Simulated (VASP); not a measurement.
# Ga (P-3m1) in VASP: single point with PBEsol

Aim: the single point of Ga with PBEsol.

Program: VASP 6.6.1. These are calculated values, not measurements. Logs are shortened: lines on timing, memory, paths and dates and some standing lists are left out, and cuts for length are marked.

## (1) The cell of the first run

Symmetry: P-3m1, No. 164, trigonal system. Conventional cell: a = 4.529 Å, b = 4.529 Å, c = 4.899 Å, α = 90.00°, β = 90.00°, γ = 120.00°. Ga (site symmetry 3m) has 3 Ga at 2.63 Å within 3.5 Å.

## (2) Single point, PBEsol

Contents of INCAR:

```
SYSTEM = Ga
PREC     = Accurate       ! precision mode
ENCUT    = 500            ! plane-wave cutoff, eV
EDIFF    = 1E-6           ! SCF threshold, eV
ISMEAR   = 1              ! smearing method
SIGMA    = 0.1            ! smearing width, eV
LREAL    = .FALSE.        ! projectors in reciprocal space
LASPH    = .TRUE.         ! aspherical terms in the spheres
NELM     = 120            ! most SCF steps
ALGO     = Normal         ! electronic algorithm
ISIF     = 2              ! what is computed and relaxed
LWAVE    = .FALSE.        ! write WAVECAR
LCHARG   = .FALSE.        ! write CHGCAR
GGA      = PS             ! functional
NBANDS   = 20             ! bands
GGA_COMPAT= .FALSE.
```

Contents of KPOINTS:

```
Automatic mesh
0
G
  6 6 5
  0 0 0
```

Contents of POSCAR:

```
Ga
1.0
    4.5286000000      0.0000000000      0.0000000000
   -2.2643000000      3.9218830000      0.0000000000
    0.0000000000      0.0000000000      4.8991000000
Ga
2
Direct
    0.3333333333      0.6666666667      0.4680000000
    0.6666666667      0.3333333333      0.5320000000
```

Potentials or basis: VASP PAW PBE potentials, release 64 (Ga_d).

Command:

```sh
> cat potpaw_PBE.64/Ga_d/POTCAR > POTCAR
> mpirun -np 1 vasp_std > vasp.out
```

OUTCAR:

```text
SYSTEM = Ga
   PREC = Accurate
   ENCUT = 500
   EDIFF = 1E-6
   ISMEAR = 1
   LREAL = .FALSE.
   LASPH = .TRUE.
   NELM = 120
   ISIF = 2
   GGA = PS

 ion  position               nearest neighbor table
   1  0.333  0.667  0.468-   2 2.63   2 2.63   2 2.63
   2  0.667  0.333  0.532-   1 2.63   1 2.63   1 2.63

  LATTYP: Found a hexagonal cell.
 ALAT       =     4.5286000000
 C/A-ratio  =     1.0818133640

  Lattice vectors:

 A1 = (   4.5286000000,   0.0000000000,   0.0000000000)
 A2 = (  -2.2643000000,   3.9218830000,   0.0000000000)
 A3 = (   0.0000000000,   0.0000000000,   4.8991000000)

Analysis of symmetry for initial positions (statically):
=====================================================================
 Subroutine PRICEL returns:
 Original cell was already a primitive cell.

 Routine SETGRP: Setting up the symmetry group for a
 hexagonal supercell.

 Subroutine GETGRP returns: Found 12 space group operations
 (whereof 12 operations were pure point group operations)
 out of a pool of 24 trial point group operations.

The static configuration has the point symmetry D_3d.

Analysis of symmetry for dynamics (positions and initial velocities):
=====================================================================
 Subroutine PRICEL returns:
 Original cell was already a primitive cell.

 Routine SETGRP: Setting up the symmetry group for a
 hexagonal supercell.

 Subroutine GETGRP returns: Found 12 space group operations
 (whereof 12 operations were pure point group operations)
 out of a pool of 24 trial point group operations.

The dynamic configuration has the point symmetry D_3d.

 Subroutine INISYM returns: Found 12 space group operations
 (whereof 12 operations are pure point group operations),
 and found     1 'primitive' translations

----------------------------------------------------------------------------------------

                                     Primitive cell

  volume of cell :      87.0111

  direct lattice vectors                    reciprocal lattice vectors
     4.528600000  0.000000000  0.000000000     0.220818796  0.127489780  0.000000000
    -2.264300000  3.921883000  0.000000000     0.000000000  0.254979560  0.000000000
     0.000000000  0.000000000  4.899100000     0.000000000  0.000000000  0.204119124

  length of vectors
     4.528600000  4.528600309  4.899100000     0.254979577  0.254979560  0.204119124

  position of ions in fractional coordinates (direct lattice)
     0.333333333  0.666666667  0.468000000
     0.666666667  0.333333333  0.532000000

  ion indices of the primitive-cell ions
   primitive index   ion index
                 1           1
                 2           2

----------------------------------------------------------------------------------------

 KPOINTS: Automatic mesh

Automatic generation of k-mesh.
 Grid dimensions read from file:
 generate k-points for:    6    6    5

 Generating k-lattice:

  Cartesian coordinates                     Fractional coordinates (reciprocal lattice)
     0.036803133  0.021248297  0.000000000     0.166666667  0.000000000  0.000000000
     0.000000000  0.042496593  0.000000000     0.000000000  0.166666667  0.000000000
     0.000000000  0.000000000  0.040823825     0.000000000  0.000000000  0.200000000

  Length of vectors
     0.042496596  0.042496593  0.040823825

  Shift w.r.t. Gamma in fractional coordinates (k-lattice)
     0.000000000  0.000000000  0.000000000

 Subroutine IBZKPT returns following result:
 ===========================================

 Found     27 irreducible k-points:

 Following reciprocal coordinates:
            Coordinates               Weight
  0.000000  0.000000  0.000000      1.000000
  0.166667 -0.000000  0.000000      6.000000
  0.333333  0.000000  0.000000      6.000000
  0.500000  0.000000  0.000000      3.000000
  0.166667  0.166667  0.000000      6.000000
  0.333333  0.166667  0.000000     12.000000
[... 16 lines left out ...]
  0.500000  0.000000  0.400000      6.000000
  0.166667  0.166667  0.400000     12.000000
 [... further k-points ...]
   k-points           NKPTS =     27   k-points in BZ     NKDIM =     27   number of bands    NBANDS=     20
   number of dos      NEDOS =    301   number of ions     NIONS =      2
   total plane-waves  NPLWV =  46656
   dimension x,y,z NGX =    36 NGY =   36 NGZ =   36
   dimension x,y,z NGXF=    72 NGYF=   72 NGZF=   72
   ions per type =               2
   NGX,Y,Z   is equivalent  to a cutoff of  13.22, 13.22, 12.22 a.u.
   NGXF,Y,Z  is equivalent  to a cutoff of  26.43, 26.43, 24.43 a.u.
 SYSTEM =  Ga
   PREC   = accura    normal or accurate (medium, high low for compatibility)
   ISTART =      0    job   : 0-new  1-cont  2-samecut
   ICHARG =      2    charge: 1-file 2-atom 10-const
   ISPIN  =      1    spin polarized calculation?
   LNONCOLLINEAR =      F non collinear calculations
   LSORBIT =      F    spin-orbit coupling
   LASPH  =      T    aspherical Exc in radial PAW
   ENCUT  =  500.0 eV  36.75 Ry    6.06 a.u.   8.26  8.26  8.93*2*pi/ulx,y,z
   NELM   =    120;   NELMIN=  2; NELMDL= -5     # of ELM steps
   EDIFF  = 0.1E-05   stopping-criterion for ELM
   LREAL  =      F    real-space projection
   EDIFFG = 0.1E-04   stopping-criterion for IOM
   NSW    =      0    number of steps for IOM
   IBRION =     -1    ionic relax: 0-MD 1-quasi-New 2-CG
   NFREE  =      0    steps in history (QN), initial steepest desc. (CG)
   ISIF   =      2    stress and relaxation
   ISYM   =      2    0-nonsym 1-usesym 2-fastsym
   POTIM  = 0.5000    time-step for ionic-motion
   TEBEG  =    0.0;   TEEND  =   0.0 temperature during run
   PSTRESS=    0.0 pullay stress
   NELECT =      26.0000    total number of electrons
   NUPDOWN=      -1.0000    fix difference up-down
   EMIN   =  10.00;   EMAX   =-10.00  energy-range for DOS
   EFERMI =   0.00;   METHOD = LEGACY
   ISMEAR =     1;   SIGMA  =   0.10  broadening in eV -4-tet -1-fermi 0-gaus
   EFERMI_NEDOS =   21; number of points for ismear=-14 and -15
   IALGO  =     38    algorithm
   IMIX   =      4    mixing-type and parameters
     AMIX     =   0.40;   BMIX     =  1.00
     AMIX_MAG =   1.60;   BMIX_MAG =  1.00
  volume/ion in A,a.u.               =      43.51       293.59
  Fermi-wavevector in a.u.,A,eV,Ry     =   1.094480  2.068266 16.298221  1.197885
  Thomas-Fermi vector in A             =   2.230785
   LORBIT       =      0    0 simple, 1 ext, 2 COOP (PROOUT), +10 PAW based schemes
   GGA     = PS    functional components
   LHFCALC =     F    Hartree Fock is set to
   AEXX    =    0.0000 exact exchange contribution
   IVDW    =     0    specifies the selected vdW correction
   LEPSILON=     F    determine dielectric tensor
   LRPA    =     F    only Hartree local field effects (RPA)
 non-spin polarized calculation
 Methfessel and Paxton  Order N= 1 SIGMA  =   0.10
  energy-cutoff  :      500.00
  volume of cell :       87.01
 maximum number of plane-waves:      2226
 NGX is ok and might be reduce to    36
   NGX = 17   NGY = 17   NGZ = 17

 number of electron      25.9999986 magnetization

 Free energy of the ion-electron system (eV)
  ---------------------------------------------------
  ext. energy  EPLUGINS =         0.00000000
  ---------------------------------------------------
  free energy    TOTEN  =        -5.05645596 eV

  energy without entropy =       -5.05638510  energy(sigma->0) =       -5.05643234

 E-fermi :   0.0287     XC(G=0):  -7.0106

 val. band max:       -0.0045925694   @ k =   0.0000   0.3333   0.2000
 cond. band min:       0.0790942967   @ k =   0.3333   0.0000   0.4000
 fundamental gap:      0.0836868661
 Fermi energy:         0.0287240742

 k-point     1 :       0.0000    0.0000    0.0000
  band No.  band energies     occupation
      1     -14.8527      2.00000
      2     -14.7709      2.00000
      3     -14.7709      2.00000
      4     -14.7237      2.00000
      5     -14.7237      2.00000
      6     -14.6527      2.00000
[... 12 lines left out ...]
     19       6.7510      0.00000
     20       7.5543      0.00000

 k-point     2 :       0.1667   -0.0000    0.0000
  band No.  band energies     occupation
      1     -14.8509      2.00000
      2     -14.7778      2.00000
      3     -14.7745      2.00000
      4     -14.7424      2.00000
      5     -14.7367      2.00000
      6     -14.6356      2.00000
[... 12 lines left out ...]
     19       6.1256      0.00000
     20       8.7997      0.00000

 k-point     3 :       0.3333    0.0000    0.0000
  band No.  band energies     occupation
      1     -14.8451      2.00000
      2     -14.8082      2.00000
      3     -14.7886      2.00000
      4     -14.7632      2.00000
      5     -14.7302      2.00000
      6     -14.6602      2.00000
[... 12 lines left out ...]
     19       7.5217      0.00000
     20       7.9192      0.00000

 k-point     4 :       0.5000    0.0000    0.0000
  band No.  band energies     occupation
      1     -14.8335      2.00000
      2     -14.8332      2.00000
      3     -14.7918      2.00000
      4     -14.7768      2.00000
      5     -14.7128      2.00000
      6     -14.6835      2.00000
[... 12 lines left out ...]
     19       8.8358      0.00000
     20       8.9544      0.00000

 k-point     5 :       0.1667    0.1667    0.0000
  band No.  band energies     occupation
      1     -14.8471      2.00000
      2     -14.7942      2.00000
      3     -14.7908      2.00000
      4     -14.7653      2.00000
      5     -14.7301      2.00000
      6     -14.6398      2.00000
[... 12 lines left out ...]
     19       7.5516      0.00000
     20       8.5134      0.00000
[... 353 lines left out ...]
      6     -14.6600      2.00000
[... 12 lines left out ...]
     19       7.2287      0.00000
     20       8.1169      0.00000

 k-point    22 :       0.0000    0.3333    0.4000
  band No.  band energies     occupation
      1     -14.8438      2.00000
      2     -14.8080      2.00000
      3     -14.7890      2.00000
      4     -14.7636      2.00000
      5     -14.7306      2.00000
      6     -14.6601      2.00000
[... 12 lines left out ...]
     19       7.0883      0.00000
     20       8.2640      0.00000

 k-point    23 :       0.5000    0.0000    0.4000
  band No.  band energies     occupation
      1     -14.8327      2.00000
      2     -14.8324      2.00000
      3     -14.7918      2.00000
      4     -14.7777      2.00000
      5     -14.7135      2.00000
      6     -14.6832      2.00000
[... 12 lines left out ...]
     19       9.4004      0.00000
     20       9.7718      0.00000

 k-point    24 :       0.1667    0.1667    0.4000
  band No.  band energies     occupation
      1     -14.8458      2.00000
      2     -14.7943      2.00000
      3     -14.7909      2.00000
      4     -14.7656      2.00000
      5     -14.7306      2.00000
      6     -14.6400      2.00000
[... 12 lines left out ...]
     19       7.9254      0.00000
     20       8.4560      0.00000

 [... further k-points ...]
[... 5 lines left out ...]
  --------------------------------------------------------------------------------------
  -------------------------------------------------------------------------------------
  Total       -2.0158647     -2.0158651     -0.9658606      0.0000000      0.0000000     -0.0000000
  in kB      -37.1190682    -37.1190749    -17.7848467      0.0000000      0.0000000     -0.0000000
  external PRESSURE =     -30.6743299 kB  Pullay stress =       0.0000000 kB

 VOLUME and BASIS-vectors are now :
 -----------------------------------------------------------------------------
  energy-cutoff  :      500.00
  volume of cell :       87.01
      direct lattice vectors                 reciprocal lattice vectors
     4.528600000  0.000000000  0.000000000     0.220818796  0.127489780  0.000000000
    -2.264300000  3.921883000  0.000000000     0.000000000  0.254979560  0.000000000
     0.000000000  0.000000000  4.899100000     0.000000000  0.000000000  0.204119124

 POSITION                                       TOTAL-FORCE (eV/Angst)
 -----------------------------------------------------------------------------------
     -0.00000      2.61459      2.29278         0.000000     -0.000000      0.396631
      2.26430      1.30729      2.60632         0.000000      0.000000     -0.396631
 -----------------------------------------------------------------------------------
    total drift:                               -0.000000      0.000000      0.000000

  FREE ENERGIE OF THE ION-ELECTRON SYSTEM (eV)
  ---------------------------------------------------
  free  energy   TOTEN  =        -5.0564559639 eV

  energy  without entropy=       -5.0563851006  energy(sigma->0) =       -5.05643234
```

Wall time 90 s (1 thread of AMD EPYC 7R13, shared host); peak memory 0.18 GiB.

Results:

```
Free energy            : -5.0565 eV
Pressure               : -3.1 GPa
Largest force          : 0.397 eV/Å
Band gap on the k mesh : zero (band 13 reaches 0.95 eV, above the bottom of band 14 at -0.23 eV)
```

Forces in eV/Å, atoms in the order of the input:
```
Ga   0.000  0.000  0.397
Ga   0.000  0.000 -0.397
```

Stress tensor (GPa, compression positive):
```
-3.71  0.00  0.00
 0.00 -3.71  0.00
 0.00  0.00 -1.78
```

Levels at points of the mesh, in eV from the Fermi level:
```
           k point  band 10  band 11  band 12  band 13  band 14  band 15  band 16  band 17
(0.00, 0.00, 0.00)   -14.57    -7.93    -0.37     0.92     0.97     0.97     3.13     4.56
(0.50, 0.00, 0.00)   -14.46    -6.31    -4.82    -0.32     1.40     2.21     3.10     5.49
```

Caveat: the PAW data sets were made with another functional, which shifts forces and pressure a little.
